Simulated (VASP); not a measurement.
A run of VASP 6.6.1:

The input INCAR:

```
SYSTEM = GeSb4Te4
PREC = Accurate ; ENCUT = 520
EDIFF = 1E-7 ; ISMEAR = 0
SIGMA = 0.15 ; LREAL = .False.
LASPH = .True. ; NELM = 100
ALGO = Normal ; ISIF = 2
LWAVE = .False. ; LCHARG = .False.
GGA = PS ; NBANDS = 39
```

The input KPOINTS:

```
Automatic mesh
0
Gamma
  12 12 4
  0 0 0
```

Contents of POSCAR:

```
GeSb4Te4
1.0
    4.6079388383      0.0000000000      0.0000000000
   -2.3039694191      3.9905920931      0.0000000000
    0.0000000000      0.0000000000     17.0067066537
Ge Sb Te
1 4 4
Direct
    0.0000000000      0.0000000000      0.0000000000
    0.3333333333      0.6666666667      0.5458633036
    0.6666666667      0.3333333333      0.4541366964
    0.6666666667      0.3333333333      0.7873570402
    0.3333333333      0.6666666667      0.2126429598
    0.3333333333      0.6666666667      0.9032211307
    0.6666666667      0.3333333333      0.0967788693
    0.0000000000      0.0000000000      0.6867444281
    0.0000000000      0.0000000000      0.3132555719
```

Potentials or basis: VASP PAW PBE potentials, release 64 (Ge_d, Sb, Te).

Command:

```console
$ cat potpaw_PBE.64/Ge_d/POTCAR potpaw_PBE.64/Sb/POTCAR potpaw_PBE.64/Te/POTCAR > POTCAR
$ mpirun -np 1 vasp_std > vasp.out
```

Hardware: 1 thread of Intel(R) Xeon(R) Platinum 8259CL CPU @ 2.50GHz (Skylake/Cascade Lake), with other jobs on the host.

Task: Estimate the wall time of this run.

Result: Wall time 19 min on 1 thread of Intel(R) Xeon(R) Platinum 8259CL CPU @ 2.50GHz (Skylake/Cascade Lake), on a shared host, peak memory 0.91 GiB. Counts: scf iterations 17, k points 69.
